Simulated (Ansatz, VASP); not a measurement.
Bi2Te3: VASP beside Ansatz

The input INCAR:

```
SYSTEM = Bi2Te3
ALGO = Normal ; EDIFF = 1E-6
ENCUT = 520 ; GGA = PE
ISIF = 2 ; ISMEAR = 0
IVDW = 13 ; LASPH = .TRUE.
LCHARG = .FALSE. ; LREAL = .FALSE.
LWAVE = .FALSE. ; NBANDS = 32
NELM = 60 ; PREC = Accurate
SIGMA = 0.01
```

The input KPOINTS:

```
k-points
0
G
  6 6 6
  0 0 0
```

POSCAR

```
Bi2Te3
1.0
    2.1782814357      1.2576312339     10.0974389912
   -2.1782814357      1.2576312339     10.0974389912
    0.0000000000     -2.5152624678     10.0974389912
Bi Te
2 3
Direct
    0.4000000000      0.4000000000      0.4000000000
    0.6000000000      0.6000000000      0.6000000000
    0.0000000000      0.0000000000      0.0000000000
    0.2095000000      0.2095000000      0.2095000000
    0.7905000000      0.7905000000      0.7905000000
```

Input for Ansatz:

```yaml
crystal:
  lattice:
    - [2.1782814357157365, 1.257631233890255, 10.097438991230314]
    - [-2.1782814357157365, 1.257631233890255, 10.097438991230314]
    - [0.0, -2.51526246778051, 10.097438991230314]
  atoms:
    - { symbol: Bi, position: [0.4, 0.4, 0.4] }
    - { symbol: Bi, position: [0.6, 0.6, 0.6] }
    - { symbol: Te, position: [0.0, 0.0, 0.0] }
    - { symbol: Te, position: [0.2095, 0.2095, 0.2095] }
    - { symbol: Te, position: [0.7905, 0.7905, 0.7905] }
basis:
  ecutwfc: 500.0
kpoints:
  mp_grid:
    grid: [6, 6, 6]
hamiltonian:
  xc: pbe
  dispersion: d4
scf:
  occupations:
    method: fixed
output:
  stress: true
```

Alike in both runs: task single point; functional PBE; dispersion D4; k mesh 6 × 6 × 6; no spin polarisation.

|  | VASP | Ansatz |
| --- | --- | --- |
| version | VASP 6.6.1 | Ansatz 0.2.0 |
| potentials or method | VASP PAW PBE potentials, release 64 (Bi_d, Te), cutoff 520 eV | plane waves, PAW |
| occupations | gaussian, width 0.01 eV | fixed |
| valence electrons in the cell | 48 | 78 |

|  | VASP | Ansatz | Ansatz less VASP |
| --- | --- | --- | --- |
| pressure (GPa) | 0.7 | 0.7 | +0.02 |
| traceless stress, the component that is largest in VASP (GPa) | -0.08 | -0.08 | -0.004 |

VASP's potentials hold 48 valence electrons a cell and Ansatz's 78, so a difference there can come from the potentials and not from the codes.

Spin-orbit coupling is off throughout.
